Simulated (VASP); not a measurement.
A run of VASP 6.6.1 is set up as follows.

Contents of INCAR:

```
PREC = Accurate
ENCUT = 520
EDIFF = 1E-6
ISMEAR = -1
SIGMA = 0.02
LREAL = F
LASPH = T
NELM = 60
ALGO = Normal
ISIF = 2
LWAVE = F
LCHARG = F
LDIPOL = T
IDIPOL = 3
DIPOL = 0.5 0.5 0.500
GGA = PS
IBRION = 2
NSW = 32
EDIFFG = -0.01
```

Contents of KPOINTS:

```
regular mesh
0
Gamma
  7 5 1
```

The input POSCAR:

```
Si
1.0
    3.8424174448      0.0000000000      0.0000000000
    0.0000000000      5.4339988627      0.0000000000
    0.0000000000      0.0000000000     17.9212000000
Si
4
Direct
    0.0000000000      0.3670773233      0.4515308934
    0.5000000000      0.1329226767      0.4515308934
    0.5000000000      0.8670771925      0.5484691066
    0.0000000000      0.6329228075      0.5484691066
```

Potentials or basis: VASP PAW PBE potentials, release 64 (Si).

Launch:

```console
$ cat potpaw_PBE.64/Si/POTCAR > POTCAR
$ mpirun -np 1 vasp_std > vasp.out
```

Task: Predict the energy gained by relaxing.

Result: 0.0 meV/atom.

Task: Predict the band gap on the k mesh.

Result: Zero (band 8 reaches -2.38 eV, above the bottom of band 9 at -2.50 eV).

Forces in eV/Å, atoms in the order of the input:
```
Si   0.000  0.006 -0.007
Si   0.000 -0.006 -0.007
Si   0.000  0.006  0.007
Si   0.000 -0.006  0.007
```

Caveat: the PAW data sets were made with another functional, which shifts forces and pressure a little.
